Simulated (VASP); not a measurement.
The system is GaSb.

```
Ga Sb
1.0
    -5.82716    0.00000    0.00000
     0.00000    0.00000    5.82716
     0.00000    5.82716    0.00000
Ga Sb
4 4
Direct
  0.50000 0.00000 0.00000
  0.50000 0.50000 0.00000
  0.00000 0.00000 0.50000
  0.00000 0.50000 0.50000
  0.50000 0.00000 0.50000
  0.50000 0.50000 0.50000
  0.00000 0.00000 0.00000
  0.00000 0.50000 0.00000
```

- Program: VASP 6.6.1
- Task: relaxation of cell and atoms
- Functional: PBE
- Potentials or basis: VASP PAW PBE potentials, release 64 (Ga_d, Sb)
- Cutoff: 600 eV
- k mesh: 6 × 6 × 6
- Occupations: gaussian, width 0.1 eV
- Spin: no spin polarisation

At the start: pressure 0.9 GPa; volume 24.73 Å³/atom.

Where does the relaxation end?

Over 8 steps the energy falls by 16.2 meV/atom and the volume is 25.12 Å³/atom (+1.6 %); space group P4/mmm (No. 123, to 0.1 Å) before and after.

The path:
| step | energy change (eV) | largest force (eV/Å) | pressure (GPa) | volume (Å³) |
| --- | --- | --- | --- | --- |
| 1 | 0.0000 | 0.0000 | 0.93 | 197.87 |
| 2 | -0.1006 | 0.0000 | -0.33 | 201.91 |
| 3 | -0.1181 | 0.0000 | -0.90 | 204.50 |
| 4 | -0.1183 | 0.0000 | -0.85 | 204.27 |
| 5 | -0.1262 | 0.0000 | 0.09 | 200.58 |
| 6 | -0.1285 | 0.0000 | -0.16 | 201.74 |
| 7 | -0.1285 | 0.0000 | -0.21 | 201.79 |
| 8 | -0.1295 | 0.0000 | 0.00 | 200.94 |

Final structure:
```xyz
8
Lattice="-5.7453 0.0000 0.0000 0.0000 0.0000 6.0876 0.0000 5.7453 0.0000" Properties=species:S:1:pos:R:3 pbc="T T T"
Ga   -2.8727    5.7453    6.0876
Ga   -2.8727    0.0000    3.0438
Ga    0.0000    2.8727    6.0876
Ga   -5.7453    2.8727    3.0438
Sb   -2.8727    2.8727    0.0000
Sb   -2.8727    2.8727    3.0438
Sb    0.0000    5.7453    0.0000
Sb   -5.7453    0.0000    3.0438
```
